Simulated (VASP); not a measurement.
GaP: single point with LDA

Crystal: GaP.

```
Ga P
1.0
     0.00000    2.77870    2.77870
     2.77870    0.00000    2.77870
     2.77870    2.77870    0.00000
Ga P
1 1
Cartesian
  0.0000 0.0000 0.0000
  1.3893 1.3893 1.3893
```

- Program: VASP 6.6.1
- Task: single point
- Functional: LDA
- Potentials or basis: VASP PAW LDA potentials, release 64 (Ga_d, P)
- Cutoff: 520 eV
- k mesh: 6 × 6 × 6
- Occupations: gaussian, width 0.01 eV
- Spin: no spin polarisation
- Dipole correction: no
- Further INCAR settings: ALGO = Normal; EDIFF = 1e-06; NBANDS = 16

| Property | Result |
| --- | --- |
| Pressure | -6.6 GPa |
| Band gap on the k mesh | 1.16 eV, direct |

Levels at points of the mesh, in eV from the valence-band top:
| k point | band 5 | band 6 | band 7 | band 8 | band 9 | band 10 | band 11 | band 12 | band 13 | band 14 |
| --- | --- | --- | --- | --- | --- | --- | --- | --- | --- | --- |
| (0.00, 0.00, 0.00) | -14.54 | -12.09 | 0.00 | 0.00 | 0.00 | 1.16 | 3.79 | 3.79 | 3.79 | 8.23 |
| (0.50, 0.00, 0.00) | -14.54 | -10.19 | -6.40 | -1.05 | -1.05 | 1.33 | 4.63 | 4.63 | 7.92 | 10.23 |
| (0.50, 0.50, 0.00) | -14.53 | -9.35 | -6.58 | -2.51 | -2.51 | 1.60 | 1.72 | 10.01 | 10.01 | 10.45 |

Wall time 13 s on 1 thread of Intel(R) Xeon(R) Platinum 8488C (Sapphire Rapids) (shared host), peak memory 0.14 GiB.

A k mesh can miss the band edges. LDA gaps usually lie below the measured ones, often by a third to a half.
